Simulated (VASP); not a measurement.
# Al (I4/mmm) in VASP: notebook

Runs on Al. Level: PBE. Tasks: single point.

All numbers are computed with VASP 6.6.1; they aren't measurements. Logs are shortened: lines on timing, memory, paths and dates and some standing lists are left out, and cuts for length are marked.

**1. The cell of the first run**

Symmetry: I4/mmm, No. 139, tetragonal system. The conventional cell has a = 2.776 Å, b = 2.776 Å, c = 4.169 Å, α = 90.00°, β = 90.00°, γ = 90.00°. Al (site symmetry 4/mmm) has 12 Al at 2.78 to 2.86 Å within 3.7 Å.

**2. Single point, PBE (strain -0.030 along x and y, +0.030 along z)**

INCAR

```
PREC     = Accurate       # precision mode
ENCUT    = 520            # plane-wave cutoff, eV
EDIFF    = 1E-6           # SCF threshold, eV
ISMEAR   = 0              # smearing method
SIGMA    = 0.15           # smearing width, eV
LREAL    = F              # projectors in reciprocal space
LASPH    = T              # aspherical terms in the spheres
NELM     = 60             # most SCF steps
ALGO     = Normal         # electronic algorithm
ISIF     = 2              # what is computed and relaxed
LWAVE    = F              # write WAVECAR
LCHARG   = F              # write CHGCAR
GGA      = PE             # functional
NBANDS   = 8              # bands
```

KPOINTS

```
Automatic mesh
0
Gamma
  20 20 20
```

POSCAR

```
Al
1.0
    0.0000000000      1.9632606000      2.0846994000
    1.9632606000      0.0000000000      2.0846994000
    1.9632606000      1.9632606000      0.0000000000
Al
1
Direct
    0.0000000000      0.0000000000      0.0000000000
```

Potentials or basis: VASP PAW PBE potentials, release 64 (Al).

Launch:

```
> cat potpaw_PBE.64/Al/POTCAR > POTCAR
> mpirun -np 1 vasp_std > vasp.out
```

OUTCAR:

```text
PREC = Accurate
   ENCUT = 520
   EDIFF = 1E-6
   ISMEAR = 0
   LREAL = F
   LASPH = T
   NELM = 60
   ISIF = 2
   GGA = PE

 ion  position               nearest neighbor table
   1  0.000  0.000  0.000-

  LATTYP: Found a body centered tetragonal cell.
 ALAT       =     2.7764697670
 C/A-ratio  =     1.5016906899

  Lattice vectors:

 A1 = (  -1.9632606000,   0.0000000000,   2.0846994000)
 A2 = (   1.9632606000,   0.0000000000,   2.0846994000)
 A3 = (   0.0000000000,   1.9632606000,  -2.0846994000)

Analysis of symmetry for initial positions (statically):
=====================================================================
 Subroutine PRICEL returns:
 Original cell was already a primitive cell.

 Routine SETGRP: Setting up the symmetry group for a
 body centered tetragonal supercell.

 Subroutine GETGRP returns: Found 16 space group operations
 (whereof 16 operations were pure point group operations)
 out of a pool of 16 trial point group operations.

The static configuration has the point symmetry D_4h.

Analysis of symmetry for dynamics (positions and initial velocities):
=====================================================================
 Subroutine PRICEL returns:
 Original cell was already a primitive cell.

 Routine SETGRP: Setting up the symmetry group for a
 body centered tetragonal supercell.

 Subroutine GETGRP returns: Found 16 space group operations
 (whereof 16 operations were pure point group operations)
 out of a pool of 16 trial point group operations.

The dynamic configuration has the point symmetry D_4h.

 Subroutine INISYM returns: Found 16 space group operations
 (whereof 16 operations are pure point group operations),
 and found     1 'primitive' translations

----------------------------------------------------------------------------------------

                                     Primitive cell

  volume of cell :      16.0705

  direct lattice vectors                    reciprocal lattice vectors
     0.000000000  1.963260600  2.084699400    -0.254678365  0.254678365  0.239842732
     1.963260600  0.000000000  2.084699400     0.254678365 -0.254678365  0.239842732
     1.963260600  1.963260600  0.000000000     0.254678365  0.254678365 -0.239842732

  length of vectors
     2.863627729  2.863627729  2.776469767     0.432720089  0.432720089  0.432720089

  position of ions in fractional coordinates (direct lattice)
     0.000000000  0.000000000  0.000000000

  ion indices of the primitive-cell ions
   primitive index   ion index
                 1           1

----------------------------------------------------------------------------------------

 KPOINTS: Automatic mesh

Automatic generation of k-mesh.
 Grid dimensions read from file:
 generate k-points for:   20   20   20

 Generating k-lattice:

  Cartesian coordinates                     Fractional coordinates (reciprocal lattice)
    -0.012733918  0.012733918  0.011992137     0.050000000  0.000000000  0.000000000
     0.012733918 -0.012733918  0.011992137     0.000000000  0.050000000  0.000000000
     0.012733918  0.012733918 -0.011992137     0.000000000  0.000000000  0.050000000

  Length of vectors
     0.021636004  0.021636004  0.021636004

  Shift w.r.t. Gamma in fractional coordinates (k-lattice)
     0.000000000  0.000000000  0.000000000

 Subroutine IBZKPT returns following result:
 ===========================================

 Found    641 irreducible k-points:

 Following reciprocal coordinates:
            Coordinates               Weight
  0.000000  0.000000  0.000000      1.000000
  0.050000  0.000000  0.000000      8.000000
  0.100000 -0.000000  0.000000      8.000000
  0.150000 -0.000000  0.000000      8.000000
  0.200000 -0.000000  0.000000      8.000000
  0.250000  0.000000  0.000000      8.000000
[... 16 lines left out ...]
 -0.400000  0.050000  0.000000      8.000000
 -0.350000  0.050000  0.000000      8.000000
 [... further k-points ...]
   k-points           NKPTS =    641   k-points in BZ     NKDIM =    641   number of bands    NBANDS=      8
   number of dos      NEDOS =    301   number of ions     NIONS =      1
   total plane-waves  NPLWV =  13824
   dimension x,y,z NGX =    24 NGY =   24 NGZ =   24
   dimension x,y,z NGXF=    48 NGYF=   48 NGZF=   48
   ions per type =               1
   NGX,Y,Z   is equivalent  to a cutoff of  13.93, 13.93, 14.37 a.u.
   NGXF,Y,Z  is equivalent  to a cutoff of  27.87, 27.87, 28.74 a.u.
 SYSTEM =  unknown system
   PREC   = accura    normal or accurate (medium, high low for compatibility)
   ISTART =      0    job   : 0-new  1-cont  2-samecut
   ICHARG =      2    charge: 1-file 2-atom 10-const
   ISPIN  =      1    spin polarized calculation?
   LNONCOLLINEAR =      F non collinear calculations
   LSORBIT =      F    spin-orbit coupling
   LASPH  =      T    aspherical Exc in radial PAW
   ENCUT  =  520.0 eV  38.22 Ry    6.18 a.u.   5.32  5.32  5.16*2*pi/ulx,y,z
   NELM   =     60;   NELMIN=  2; NELMDL= -5     # of ELM steps
   EDIFF  = 0.1E-05   stopping-criterion for ELM
   LREAL  =      F    real-space projection
   EDIFFG = 0.1E-04   stopping-criterion for IOM
   NSW    =      0    number of steps for IOM
   IBRION =     -1    ionic relax: 0-MD 1-quasi-New 2-CG
   NFREE  =      0    steps in history (QN), initial steepest desc. (CG)
   ISIF   =      2    stress and relaxation
   ISYM   =      2    0-nonsym 1-usesym 2-fastsym
   POTIM  = 0.5000    time-step for ionic-motion
   TEBEG  =    0.0;   TEEND  =   0.0 temperature during run
   PSTRESS=    0.0 pullay stress
   NELECT =       3.0000    total number of electrons
   NUPDOWN=      -1.0000    fix difference up-down
   EMIN   =  10.00;   EMAX   =-10.00  energy-range for DOS
   EFERMI =   0.00;   METHOD = LEGACY
   ISMEAR =     0;   SIGMA  =   0.15  broadening in eV -4-tet -1-fermi 0-gaus
   EFERMI_NEDOS =   21; number of points for ismear=-14 and -15
   IALGO  =     38    algorithm
   IMIX   =      4    mixing-type and parameters
     AMIX     =   0.40;   BMIX     =  1.00
     AMIX_MAG =   1.60;   BMIX_MAG =  1.00
  volume/ion in A,a.u.               =      16.07       108.45
  Fermi-wavevector in a.u.,A,eV,Ry     =   0.935633  1.768090 11.910661  0.875409
  Thomas-Fermi vector in A             =   2.062560
   LORBIT       =      0    0 simple, 1 ext, 2 COOP (PROOUT), +10 PAW based schemes
   GGA     = PE    functional components
   LHFCALC =     F    Hartree Fock is set to
   AEXX    =    0.0000 exact exchange contribution
   IVDW    =     0    specifies the selected vdW correction
   LEPSILON=     F    determine dielectric tensor
   LRPA    =     F    only Hartree local field effects (RPA)
 non-spin polarized calculation
 Gauss-broadening in eV      SIGMA  =   0.15
  energy-cutoff  :      520.00
  volume of cell :       16.07
 maximum number of plane-waves:       445
 NGX is ok and might be reduce to    24
   NGX = 11   NGY = 11   NGZ = 11

 number of electron       3.0000000 magnetization

 Free energy of the ion-electron system (eV)
  ---------------------------------------------------
  ext. energy  EPLUGINS =         0.00000000
  ---------------------------------------------------
  free energy    TOTEN  =        -3.73834058 eV

  energy without entropy =       -3.73396480  energy(sigma->0) =       -3.73615269

 E-fermi :   8.2789     XC(G=0): -10.2923

 val. band max:        8.2762122554   @ k =  -0.2500   0.4500   0.2000
 cond. band min:       8.2975745383   @ k =  -0.3000   0.2000   0.5000
 fundamental gap:      0.0213622829
 Fermi energy:         8.2789429175

 k-point     1 :       0.0000    0.0000    0.0000
  band No.  band energies     occupation
      1      -3.0397      2.00000
      2      20.6350      0.00000
      3      21.3177      0.00000
      4      21.3177      0.00000
      5      22.7025      0.00000
      6      22.7025      0.00000
      7      22.8725      0.00000
      8      24.9929      0.00000

 k-point     2 :       0.0500    0.0000    0.0000
  band No.  band energies     occupation
      1      -2.9705      2.00000
      2      19.7167      0.00000
      3      20.6840      0.00000
      4      21.0742      0.00000
      5      23.0591      0.00000
      6      23.0942      0.00000
      7      23.3205      0.00000
      8      25.7429      0.00000

 k-point     3 :       0.1000   -0.0000    0.0000
  band No.  band energies     occupation
      1      -2.7628      2.00000
      2      17.7648      0.00000
      3      20.1456      0.00000
      4      20.6568      0.00000
      5      23.3483      0.00000
      6      23.8103      0.00000
      7      23.8219      0.00000
      8      25.3052      0.00000

 k-point     4 :       0.1500   -0.0000    0.0000
  band No.  band energies     occupation
      1      -2.4175      2.00000
      2      15.7206      0.00000
      3      19.6592      0.00000
      4      20.2838      0.00000
      5      23.2242      0.00000
      6      23.7307      0.00000
      7      24.6985      0.00000
      8      25.4237      0.00000

 k-point     5 :       0.2000   -0.0000    0.0000
  band No.  band energies     occupation
      1      -1.9354      2.00000
      2      13.7180      0.00000
      3      19.2545      0.00000
      4      20.0036      0.00000
      5      22.8478      0.00000
      6      23.1020      0.00000
      7      25.1341      0.00000
      8      26.2650      0.00000
[... 177 lines left out ...]
 k-point    22 :      -0.4500    0.0500    0.0000
  band No.  band energies     occupation
      1       2.9838      2.00000
      2       4.6379      2.00000
      3      17.1599      0.00000
      4      20.0019      0.00000
      5      20.4535      0.00000
      6      21.4677      0.00000
      7      24.2017      0.00000
      8      24.4621      0.00000

 k-point    23 :      -0.4000    0.0500    0.0000
  band No.  band energies     occupation
      1       1.8055      2.00000
      2       6.0866      2.00000
      3      17.0026      0.00000
      4      20.5841      0.00000
      5      20.9450      0.00000
      6      21.1450      0.00000
      7      24.0736      0.00000
      8      24.7673      0.00000

 k-point    24 :      -0.3500    0.0500    0.0000
  band No.  band energies     occupation
      1       0.7466      2.00000
      2       7.6571      2.00000
      3      16.9642      0.00000
      4      20.9214      0.00000
      5      21.2970      0.00000
      6      21.5419      0.00000
      7      23.8106      0.00000
      8      25.4311      0.00000

 [... further k-points ...]

------------------------ aborting loop because EDIFF is reached ----------------------------------------

  FORCE on cell =-STRESS in cart. coord.  units (eV):
  Direction    XX          YY          ZZ          XY          YZ          ZX
  --------------------------------------------------------------------------------------
  -------------------------------------------------------------------------------------
  Total        0.3620843      0.3620843     -0.0240509      0.0000000      0.0000000     -0.0000000
  in kB       36.0986510     36.0986510     -2.3978009      0.0000000      0.0000000     -0.0000000
  external PRESSURE =      23.2665004 kB  Pullay stress =       0.0000000 kB

 VOLUME and BASIS-vectors are now :
 -----------------------------------------------------------------------------
  energy-cutoff  :      520.00
  volume of cell :       16.07
      direct lattice vectors                 reciprocal lattice vectors
     0.000000000  1.963260600  2.084699400    -0.254678365  0.254678365  0.239842732
     1.963260600  0.000000000  2.084699400     0.254678365 -0.254678365  0.239842732
     1.963260600  1.963260600  0.000000000     0.254678365  0.254678365 -0.239842732

 POSITION                                       TOTAL-FORCE (eV/Angst)
 -----------------------------------------------------------------------------------
      0.00000      0.00000      0.00000         0.000000     -0.000000      0.000000
 -----------------------------------------------------------------------------------
    total drift:                               -0.000000      0.000000      0.000000

  FREE ENERGIE OF THE ION-ELECTRON SYSTEM (eV)
  ---------------------------------------------------
  free  energy   TOTEN  =        -3.7383405833 eV

  energy  without entropy=       -3.7339647955  energy(sigma->0) =       -3.73615269
```

Run time: 81 s. Hardware: 1 thread of Intel Xeon 8259CL, shared host; peak memory 0.19 GiB.

What came out:

```yaml
Free_energy: -3.7383 eV
Pressure: 2.3 GPa
Band_gap_on_the_k_mesh: zero (an odd number of electrons rules out a gap without spin polarisation)
```

Stress tensor (GPa, compression positive):
```
 3.61  0.00  0.00
 0.00  3.61  0.00
 0.00  0.00 -0.24
```

Caveat: the cell differs from its parent crystal (strain -0.030 along x and y, +0.030 along z).

**3. Single point, PBE (strain -0.015 along x and y, +0.000 along z)**

INCAR

```
SYSTEM = Al
ALGO = Normal
EDIFF = 1E-6
ENCUT = 520
GGA = PE
ISIF = 2
ISMEAR = 0
LASPH = .True.
LCHARG = .True.
LELF = .True.
LREAL = .False.
LVHAR = .True.
LWAVE = .False.
NBANDS = 8
NELM = 80
PREC = Accurate
SIGMA = 0.15
```

KPOINTS

```
k-points
0
Gamma
  20 20 20
  0 0 0
```

POSCAR

```
Al
1.0
    0.0000000000      1.9936203000      2.0239800000
    1.9936203000      0.0000000000      2.0239800000
    1.9936203000      1.9936203000      0.0000000000
Al
1
Direct
    0.0000000000      0.0000000000      0.0000000000
```

Potentials or basis: VASP PAW PBE potentials, release 64 (Al).

Launch:

```
> cat potpaw_PBE.64/Al/POTCAR > POTCAR
> mpirun -np 1 vasp_std > vasp.out
```

OUTCAR:

```text
SYSTEM = Al
   EDIFF = 1E-6
   ENCUT = 520
   GGA = PE
   ISIF = 2
   ISMEAR = 0
   LASPH = .True.
   LREAL = .False.
   NELM = 80
   PREC = Accurate

 ion  position               nearest neighbor table
   1  0.000  0.000  0.000-

  LATTYP: Found a body centered tetragonal cell.
 ALAT       =     2.8194048665
 C/A-ratio  =     1.4357498095

  Lattice vectors:

 A1 = (  -1.9936203000,   0.0000000000,   2.0239800000)
[... 442 lines left out ...]
      5      20.5870      0.00000
      6      21.7720      0.00000
      7      23.5236      0.00000
      8      25.8147      0.00000

 [... further k-points ...]

------------------------ aborting loop because EDIFF is reached ----------------------------------------

  FORCE on cell =-STRESS in cart. coord.  units (eV):
  Direction    XX          YY          ZZ          XY          YZ          ZX
  --------------------------------------------------------------------------------------
  -------------------------------------------------------------------------------------
  Total        0.2151868      0.2151868      0.1653718      0.0000000      0.0000000     -0.0000000
  in kB       21.4291606     21.4291606     16.4683817      0.0000000      0.0000000     -0.0000000
  external PRESSURE =      19.7755676 kB  Pullay stress =       0.0000000 kB

 VOLUME and BASIS-vectors are now :
 -----------------------------------------------------------------------------
  energy-cutoff  :      520.00
  volume of cell :       16.09
      direct lattice vectors                 reciprocal lattice vectors
     0.000000000  1.993620300  2.023980000    -0.250800014  0.250800014  0.247038014
     1.993620300  0.000000000  2.023980000     0.250800014 -0.250800014  0.247038014
     1.993620300  1.993620300  0.000000000     0.250800014  0.250800014 -0.247038014

 POSITION                                       TOTAL-FORCE (eV/Angst)
 -----------------------------------------------------------------------------------
      0.00000      0.00000      0.00000        -0.000000      0.000000      0.000000
 -----------------------------------------------------------------------------------
    total drift:                                0.000000     -0.000000     -0.000000

  FREE ENERGIE OF THE ION-ELECTRON SYSTEM (eV)
  ---------------------------------------------------
  free  energy   TOTEN  =        -3.7451760084 eV

  energy  without entropy=       -3.7406584633  energy(sigma->0) =       -3.74291724
```

OSZICAR:

```text
N       E                     dE             d eps       ncg     rms          rms(c)
DAV:   1    -0.231288114505E+01   -0.23129E+01   -0.87670E+02 10296   0.206E+02
DAV:   2    -0.376094173324E+01   -0.14481E+01   -0.14051E+01 14328   0.189E+01
DAV:   3    -0.376823479714E+01   -0.72931E-02   -0.72854E-02 13312   0.151E+00
DAV:   4    -0.376825161123E+01   -0.16814E-04   -0.16815E-04 16128   0.630E-02
DAV:   5    -0.376825164738E+01   -0.36146E-07   -0.35608E-07 13376   0.165E-03    0.135E+00
DAV:   6    -0.375490511011E+01    0.13347E-01   -0.15485E-03 13784   0.188E-01    0.782E-01
DAV:   7    -0.374518245911E+01    0.97227E-02   -0.46681E-03 13336   0.305E-01    0.151E-01
DAV:   8    -0.374517794268E+01    0.45164E-05   -0.13070E-05 14816   0.258E-02    0.112E-02
DAV:   9    -0.374517631901E+01    0.16237E-05   -0.79450E-07 14488   0.402E-03    0.644E-04
DAV:  10    -0.374517600845E+01    0.31056E-06   -0.32003E-09  9568   0.410E-04
   1 F= -.37451760E+01 E0= -.37429172E+01  d E =-.451755E-02
```

stdout:

```text
POSCAR found type information on POSCAR Al
 POSCAR found :  1 types and       1 ions
 scaLAPACK will be used
 LDA part: xc-table for (Slater+PW92), standard interpolation
 POSCAR, INCAR and KPOINTS ok, starting setup
 FFT: planning ... GRIDC
 FFT: planning ... GRID_SOFT
 FFT: planning ... GRID
 WAVECAR not read
 entering main loop
```

Wall time 85 s (1 thread of Intel Xeon 8259CL, shared host); peak memory 0.19 GiB.

Results:

```yaml
Free_energy: -3.7452 eV
Pressure: 2.0 GPa
Band_gap_on_the_k_mesh: zero (an odd number of electrons rules out a gap without spin polarisation)
```

Stress tensor (GPa, compression positive):
```
2.14 0.00 0.00
0.00 2.14 0.00
0.00 0.00 1.65
```

Caveat: the cell differs from its parent crystal (strain -0.015 along x and y, +0.000 along z).

The gap in the log of VASP goes by the Fermi energy; the results here count the filled bands.